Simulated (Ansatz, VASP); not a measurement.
# One calculation of TaN, two programs

The input INCAR:

```
PREC = Accurate ; ENCUT = 600
EDIFF = 1E-7 ; ISMEAR = -1
SIGMA = 0.02 ; LREAL = False
LASPH = True ; NELM = 120
ALGO = Normal ; ISIF = 3
LWAVE = False ; LCHARG = False
GGA = PS ; IBRION = 2
NSW = 70 ; EDIFFG = -0.005
GGA_COMPAT = False ; NELMIN = 4
```

The input KPOINTS:

```
Automatic mesh
0
Gamma
  10 10 5
```

POSCAR

```
TaN
1.0
    3.0500000000      0.0000000000      0.0000000000
   -1.5250000000      2.6413774815      0.0000000000
    0.0000000000      0.0000000000      4.9400000000
Ta N
2 2
Direct
    0.3333333333      0.6666666667      0.0000000000
    0.6666666667      0.3333333333      0.5000000000
    0.3333333333      0.6666666667      0.3850000000
    0.6666666667      0.3333333333      0.8850000000
```

Input for Ansatz:

```yaml
crystal:
  lattice:
    - [3.05, 0.0, 0.0]
    - [-1.525, 2.6413774815, 0.0]
    - [0.0, 0.0, 4.94]
  atoms:
    - { symbol: Ta, position: [0.3333333333, 0.6666666667, 0.0] }
    - { symbol: Ta, position: [0.6666666667, 0.3333333333, 0.5] }
    - { symbol: "N", position: [0.3333333333, 0.6666666667, 0.385] }
    - { symbol: "N", position: [0.6666666667, 0.3333333333, 0.885] }
kpoints:
  mp_grid: { grid: [10, 10, 5] }
scf:
  occupations: { method: fermi_dirac, width: 0.02 }
hamiltonian:
  xc: pbesol
  pseudopotentials: { kind: paw }
output:
  forces: true
  stress: true
  write_density: true
  write_potential: true
  elf: true
  volumetric_format: npy
relax:
  f_tol: 0.005
  max_steps: 50
  cell: {}
```

Alike in both runs: task relaxation of cell and atoms; functional PBEsol; k mesh 10 × 10 × 5; occupations fermi-dirac, width 0.02 eV; no spin polarisation.

|  | VASP | Ansatz |
| --- | --- | --- |
| version | VASP 6.6.1 | Ansatz 0.2.0 |
| potentials or method | VASP PAW PBE potentials, release 64 (Ta_pv, N) | PAW with Ansatz's default frozen-core files, scalar-relativistic |
| plane-wave cutoff (eV) | 600 | 420 |
| valence electrons in the cell | 32 | 36 |

```csv
,VASP,Ansatz,Ansatz less VASP
relaxed volume (Å³/atom),12.80,12.78,-0.020
relaxed cell length with the largest relative difference (Å),3.128,3.124,-0.0046
```

VASP's potentials were made for PBE, not for PBEsol. VASP's potentials hold 32 valence electrons a cell and Ansatz's 36, so a difference there can come from the potentials and not from the codes.

Neither program's run includes spin-orbit coupling. Noted on VASP's run: the volume moved by over 15 % at a fixed basis, so the end points are rough.
